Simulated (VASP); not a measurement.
C: single point with PBEsol+D3(BJ)

The system is C.

```
C
1.0
     2.62598    0.00000    0.00000
    -1.31299    2.27417    0.00000
     0.00000    0.00000    6.22647
C
4
Direct
  0.00000 0.00000 0.00250
  0.00000 0.00000 0.50250
  0.33333 0.66667 0.00250
  0.66667 0.33333 0.50250
```

- Program: VASP 6.6.1
- Task: single point
- Functional: PBEsol
- Dispersion: D3(BJ)
- Potentials or basis: VASP PAW PBE potentials, release 64 (C)
- Cutoff: 520 eV
- k mesh: 21 × 21 × 8
- Occupations: gaussian, width 0.15 eV
- Spin: no spin polarisation

* Pressure: -44.4 GPa
* Band gap on the k mesh: zero (bands 8 and 9 overlap by 0.08 eV)
* Dispersion energy per atom: -0.110 eV

Stress tensor (GPa, compression positive):
```
-68.05   0.00   0.00
  0.00 -68.05   0.00
  0.00   0.00   2.85
```

Levels at points of the mesh, in eV from the Fermi level:
```csv
k point,band 5,band 6,band 7,band 8,band 9,band 10,band 11,band 12
"(0.00, 0.00, 0.00)",-2.98,-2.98,-2.93,-2.93,5.57,7.14,7.14,7.26
"(0.00, 0.00, 0.50)",-2.96,-2.96,-2.96,-2.96,7.19,7.19,7.19,7.19
```

Run time: 46 s on 1 thread of Intel(R) Xeon(R) 6975P-C (Granite Rapids) (shared host), peak memory 0.23 GiB.

Caveat: the cell stands under tension; the PAW data sets were made with another functional, which shifts forces and pressure a little.
